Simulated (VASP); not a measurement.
Set up this calculation in VASP 6.6.1, as the native input.

- Task: single point
- Functional: PBE
- Potentials or basis: VASP PAW PBE potentials, release 64 (Bi_d, W_sv)
- Cutoff: 520 eV
- k mesh: 6 × 6 × 8
- Occupations: gaussian, width 0.1 eV
- Spin: no spin polarisation
- Dipole correction: no
- Further INCAR settings: ALGO = Fast; EDIFF = 1e-06; NBANDS = 67

The structure of BiW3 lies in POSCAR:

```
BiW3
1.0
    6.4385019838      0.0000000000      0.0000000000
   -3.2192509919      5.5759062803      0.0000000000
    0.0000000000      0.0000000000      4.5406968224
Bi W
2 6
Direct
    0.3333333333      0.6666666667      0.2500000000
    0.6666666667      0.3333333333      0.7500000000
    0.8638131187      0.7276262373      0.2500000000
    0.1361868813      0.8638131187      0.7500000000
    0.2723737627      0.1361868813      0.2500000000
    0.1361868813      0.2723737627      0.7500000000
    0.8638131187      0.1361868813      0.2500000000
    0.7276262373      0.8638131187      0.7500000000
```

These files were run (other wordings do the same):

INCAR

```
  ALGO = Fast
  EDIFF = 1E-6
  ENCUT = 520
  GGA = PE
  ISIF = 2
  ISMEAR = 0
  LASPH = T
  LCHARG = F
  LREAL = F
  LWAVE = F
  NBANDS = 67
  NELM = 100
  PREC = Accurate
  SIGMA = 0.1
```

KPOINTS

```
k-points
0
Gamma
  6 6 8
```

Potentials or basis: VASP PAW PBE potentials, release 64 (Bi_d, W_sv).

Command:

```sh
$ cat potpaw_PBE.64/Bi_d/POTCAR potpaw_PBE.64/W_sv/POTCAR > POTCAR
$ mpirun -np 1 vasp_std > vasp.out
```

It gave:

The pressure is 0.3 GPa and the largest force is 0.042 eV/Å. The band gap on the k mesh is zero (bands 57 and 58 overlap by 0.62 eV).

Caveat: spin-orbit coupling is left out, which moves the levels of the heavy elements.

Wall time 11 min on 1 thread of Oxide Virtual Turin-like Processor, on a shared host, peak memory 0.42 GiB.
